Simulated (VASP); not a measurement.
Here is a VASP 6.6.1 calculation.

INCAR

```
PREC     = Accurate       # precision mode
ENCUT    = 520            # plane-wave cutoff, eV
EDIFF    = 1E-6           # SCF threshold, eV
ISMEAR   = 0              # smearing method
SIGMA    = 0.1            # smearing width, eV
LREAL    = F              # projectors in reciprocal space
LASPH    = T              # aspherical terms in the spheres
NELM     = 150            # most SCF steps
ALGO     = Fast           # electronic algorithm
ISIF     = 2              # what is computed and relaxed
LWAVE    = F              # write WAVECAR
LCHARG   = F              # write CHGCAR
ISPIN    = 2              # spin polarisation
MAGMOM   = 0 1 1 1        # initial moments
LORBIT   = 11             # projections on sites
LMAXMIX  = 4              # l up to which the mixer works
GGA      = PE             # functional
NBANDS   = 40             # bands
```

KPOINTS

```
regular mesh
0
Gamma
  6 6 6
```

Contents of POSCAR:

```
InRu3
1.0
    0.0000000000      3.1403930200      3.1403930200
    3.1403930200      0.0000000000      3.1403930200
    3.1403930200      3.1403930200      0.0000000000
In Ru
1 3
Direct
    0.0000000000      0.0000000000      0.0000000000
    0.2500000000      0.2500000000      0.2500000000
    0.7500000000      0.7500000000      0.7500000000
    0.5000000000      0.5000000000      0.5000000000
```

Potentials or basis: VASP PAW PBE potentials, release 64 (In_d, Ru_pv).

The run is started by

```sh
$ cat potpaw_PBE.64/In_d/POTCAR potpaw_PBE.64/Ru_pv/POTCAR > POTCAR
$ mpirun -np 1 vasp_std > vasp.out
```

Question: What does it give for the pressure?

Answer: 1.2 GPa.

Question: Predict the site moments.

Answer: In +0.01; Ru +0.20, +1.10 μB.

Question: Estimate the net moment.

Answer: 1.55 μB per cell.
